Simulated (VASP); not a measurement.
Set up this calculation in VASP 6.6.1, as the native input.

```yaml
Task: single point
Functional: b88 exchange, pbe correlation
Potentials_or_basis: VASP PAW PBE potentials, release 64 (Si, C)
Cutoff: 600 eV
k_mesh: 10 × 10 × 2
Occupations: fermi-dirac, width 0.05 eV
Spin: no spin polarisation
Dipole_correction: no
Further_INCAR_settings: ALGO = Normal; EDIFF = 1e-06; NBANDS = 36
```

The structure of SiC lies in POSCAR:

```
SiC
1.0
    3.0318190065      0.0000000000      0.0000000000
   -1.5159095032      2.6256322793      0.0000000000
    0.0000000000      0.0000000000     14.8603212692
Si C
6 6
Direct
    0.6666666667      0.3333333333      0.4583000000
    0.3333333333      0.6666666667      0.9583000000
    0.6666666667      0.3333333333      0.7917000000
    0.3333333333      0.6666666667      0.2917000000
    0.0000000000      0.0000000000      0.6250000000
    0.0000000000      0.0000000000      0.1250000000
    0.6666666667      0.3333333333      0.3333000000
    0.3333333333      0.6666666667      0.8333000000
    0.6666666667      0.3333333333      0.6667000000
    0.3333333333      0.6666666667      0.1667000000
    0.0000000000      0.0000000000      0.5000000000
    0.0000000000      0.0000000000      0.0000000000
```

One way to write it, as run:

INCAR

```
SYSTEM = SiC
ALGO     = Normal         ! electronic algorithm
EDIFF    = 1E-6           ! SCF threshold, eV
ENCUT    = 600            ! plane-wave cutoff, eV
GGA      = LIBXC          ! functional
GGA_COMPAT= .False.      
ISIF     = 2              ! what is computed and relaxed
ISMEAR   = -1             ! smearing method
LASPH    = .True.         ! aspherical terms in the spheres
LCHARG   = .False.        ! write CHGCAR
LIBXC1   = GGA_X_B88    
LIBXC2   = GGA_C_PBE    
LREAL    = .False.        ! projectors in reciprocal space
LWAVE    = .False.        ! write WAVECAR
NBANDS   = 36             ! bands
NELM     = 120            ! most SCF steps
PREC     = Accurate       ! precision mode
SIGMA    = 0.05           ! smearing width, eV
```

KPOINTS

```
k-points
0
Gamma
  10 10 2
  0 0 0
```

Potentials or basis: VASP PAW PBE potentials, release 64 (Si, C).

Run with:

```console
$ cat potpaw_PBE.64/Si/POTCAR potpaw_PBE.64/C/POTCAR > POTCAR
$ mpirun -np 1 vasp_std > vasp.out
```

It gave:

- Pressure: 15.1 GPa
- Largest force: 0.153 eV/Å
- Band gap on the k mesh: 2.01 eV (least direct gap 3.12 eV)

Caveat: the cell stands under pressure; the PAW data sets were made with another functional, which shifts forces and pressure a little.

Wall time 96 s on 1 thread of Intel(R) Xeon(R) Platinum 8488C (Sapphire Rapids), with other jobs on the host, peak memory 0.29 GiB.
